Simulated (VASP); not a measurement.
Input of a VASP 6.6.1 run:

POSCAR

```
CdS
1.0
    4.0796474258      0.0000000000      0.0000000000
   -2.0398237129      3.5330783093      0.0000000000
    0.0000000000      0.0000000000      6.6227914959
Cd S
2 2
Direct
    0.6666666667      0.3333333333      0.5000000000
    0.3333333333      0.6666666667      0.0000000000
    0.6666666667      0.3333333333      0.8750000000
    0.3333333333      0.6666666667      0.3750000000
```

File INCAR.step1:

```
ALGO = Normal
EDIFF = 1E-7
EDIFFG = -0.002
EFERMI = MIDGAP
ENCUT = 720
GGA_COMPAT = F
IBRION = 2
ISIF = 3
ISMEAR = 0
KPAR = 4
LASPH = T
LCHARG = F
LMIXTAU = T
LREAL = F
LWAVE = F
METAGGA = R2SCAN
NELM = 120
NELMIN = 4
NSW = 80
POTIM = 0.5
PREC = Accurate
SIGMA = 0.03
```

File INCAR.step4:

```
ALGO = Normal
EDIFF = 1E-7
EFERMI = MIDGAP
ENCUT = 720
GGA_COMPAT = F
ISIF = 2
ISMEAR = 0
KPAR = 4
LASPH = T
LCHARG = F
LMIXTAU = T
LREAL = F
LWAVE = F
METAGGA = R2SCAN
NELM = 120
PREC = Accurate
SIGMA = 0.03
```

File KPOINTS:

```
Automatic mesh
0
Gamma
  8 8 4
  0 0 0
```

Potentials or basis: VASP PAW PBE potentials, release 64 (Cd, S).

Launch:

```console
$ cat potpaw_PBE.64/Cd/POTCAR potpaw_PBE.64/S/POTCAR > POTCAR
$ cp INCAR.step1 INCAR
$ cp POSCAR.step1 POSCAR
$ mpirun -np 4 vasp_std > vasp.out
$ cp CONTCAR POSCAR
$ mpirun -np 4 vasp_std > vasp.out
$ cp CONTCAR POSCAR
$ mpirun -np 4 vasp_std > vasp.out
$ cp CONTCAR POSCAR
$ cp INCAR.step4 INCAR
$ mpirun -np 4 vasp_std > vasp.out
```

What does it give for the relaxed volume?

25.53 Å³/atom.

Estimate the band gap on the k mesh.

1.61 eV.

Predict the space group after relaxing (to 0.1 Å).

P6_3mc (No. 186).

The path:
| step | energy change (eV) | largest force (eV/Å) | pressure (GPa) | volume (Å³) |
| --- | --- | --- | --- | --- |
| 1 | 0.0000 | 0.0820 | 4.73 | 95.46 |
| 2 | -0.0723 | 0.0060 | -1.86 | 105.53 |
| 3 | -0.0930 | 0.0139 | 0.02 | 102.08 |
| 4 | -0.0930 | 0.0131 | -0.07 | 102.22 |
| 5 | -0.0931 | 0.0096 | 0.02 | 102.05 |
| 6 | -0.0931 | 0.0094 | 0.03 | 102.05 |
| 7 | -0.0931 | 0.0073 | 0.02 | 102.06 |
| 8 | -0.0931 | 0.0008 | 0.00 | 102.09 |
| 9 | -0.0931 | 0.0016 | -0.01 | 102.11 |
| 10 | -0.0931 | 0.0012 | 0.01 | 102.09 |
| 11 | -0.0931 | 0.0001 | 0.00 | 102.10 |
| 12 | -0.0943 | 0.0001 | 0.01 | 102.10 |
| 13 | -0.0943 | 0.0000 | -0.01 | 102.13 |
| 14 | -0.0943 | 0.0000 | -0.01 | 102.13 |

Caveat: the PAW data sets were made with another functional, which shifts forces and pressure a little. Zero-point motion and thermal expansion aren't in these numbers.
